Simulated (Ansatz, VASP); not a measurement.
# Ga2O3 in VASP and in Ansatz

```xyz
10
Lattice="6.1070 -1.5186 0.0000 6.1070 1.5186 0.0000 -1.3860 0.0000 5.7989" Properties=species:S:1:pos:R:3 pbc="T T T"
Ga    0.0408    0.0000    4.6463
Ga   10.7872    0.0000    1.1526
Ga    7.5999    0.0000    1.8345
Ga    3.2281    0.0000    3.9644
O     1.8904    0.0000    0.6487
O     8.9376    0.0000    5.1502
O     1.3271    0.0000    3.2589
O     9.5009    0.0000    2.5400
O     5.6883    0.0000    1.4634
O     5.1397    0.0000    4.3355
```

Change from the starting cell: z stretched by +3 %, ions relaxed.

Alike in both runs: functional PBE; k mesh 10 × 10 × 6; occupations fermi-dirac, width 0.02 eV; no spin polarisation.

Ansatz relaxed the structure, and its values are those at the end. VASP's run is a single point on that final structure, the one shown.

|  | VASP | Ansatz |
| --- | --- | --- |
| version | VASP 6.6.1 | Ansatz 0.2.0 |
| potentials or method | VASP PAW PBE potentials, release 64 (Ga_d, O) | plane-wave PAW, scalar-relativistic |
| plane-wave cutoff (eV) | 520 | 420 |
| valence electrons in the cell | 88 | 88 |

Ansatz gave:

* gap on the k mesh at the Fermi level (eV): 2.13
* pressure (GPa): 2.8
* rms of the force components (eV/Å): 0.007

Task: What did VASP give for the same quantities?

Result: gap on the k mesh at the Fermi level (eV): 2.11; pressure (GPa): 3.4; rms of the force components (eV/Å): 0.012.

Ansatz's warnings: stress scf threshold loose.
